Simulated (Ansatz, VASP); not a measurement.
**MoS2 in VASP and in Ansatz**

Contents of INCAR:

```
  PREC = Accurate
  ENCUT = 600
  EDIFF = 1E-6
  ISMEAR = -1
  SIGMA = 0.05
  LREAL = False
  LASPH = True
  NELM = 100
  ALGO = Normal
  ISIF = 3
  LWAVE = False
  LCHARG = False
  GGA = CA
  IBRION = 2
  NSW = 60
  EDIFFG = -0.01
```

KPOINTS

```
Automatic mesh
0
Gamma
  10 10 2
```

Contents of POSCAR:

```
MoS2
1.0
    3.1845414560      0.0000000000      0.0000000000
   -1.5922707280      2.7578938003      0.0000000000
    0.0000000000      0.0000000000     21.6705347200
Mo S
2 4
Direct
    0.3333333333      0.6666666667      0.8511602300
    0.6666666667      0.3333333333      0.1488397700
    0.6666666667      0.3333333333      0.7796253900
    0.3333333333      0.6666666667      0.0772510000
    0.6666666667      0.3333333333      0.9227490000
    0.3333333333      0.6666666667      0.2203746100
```

The input input.yaml:

```yaml
crystal:
  lattice:
    - [3.184541456, 0.0, 0.0]
    - [-1.592270728, 2.7578938003, 0.0]
    - [0.0, 0.0, 21.67053472]
  atoms:
    - { symbol: Mo, position: [0.3333333333, 0.6666666667, 0.85116023] }
    - { symbol: Mo, position: [0.6666666667, 0.3333333333, 0.14883977] }
    - { symbol: S, position: [0.6666666667, 0.3333333333, 0.77962539] }
    - { symbol: S, position: [0.3333333333, 0.6666666667, 0.077251] }
    - { symbol: S, position: [0.6666666667, 0.3333333333, 0.922749] }
    - { symbol: S, position: [0.3333333333, 0.6666666667, 0.22037461] }
hamiltonian:
  xc: lda
  pseudopotentials: { kind: paw }
kpoints:
  mp_grid: { grid: [10, 10, 2] }
scf:
  occupations: { method: fermi_dirac, width: 0.05 }
output:
  forces: true
  stress: true
  eigenvalues: true
  write_density: true
  write_potential: true
  elf: true
  volumetric_format: npy
relax:
  f_tol: 0.01
  max_steps: 40
  cell: { stress_tol: 0.05 }
```

Alike in both runs: task relaxation of cell and atoms; functional LDA; k mesh 10 × 10 × 2; occupations fermi-dirac, width 0.05 eV; no spin polarisation.

|  | VASP | Ansatz |
| --- | --- | --- |
| version | VASP 6.6.1 | Ansatz 0.2.0 |
| potentials or method | VASP PAW LDA potentials, release 64 (Mo_sv, S) | Ansatz PAW |
| plane-wave cutoff (eV) | 600 | 420 |
| valence electrons in the cell | 52 | 52 |

```tsv
	VASP	Ansatz	Ansatz less VASP
gap on the k mesh at the Fermi level, each at its own relaxed structure (eV)	1.24	1.23	-0.005
relaxed volume (Å³/atom)	28.90	30.04	+1.142
relaxed cell length with the largest relative difference (Å)	20.529	21.363	+0.8342
```

LDA's correlation is that of Perdew and Zunger in VASP and of Perdew and Wang (1992) in Ansatz.

Noted on Ansatz's run: the plane-wave basis is chosen anew once the cell has moved, so the energies of steps on either side of that aren't comparable.
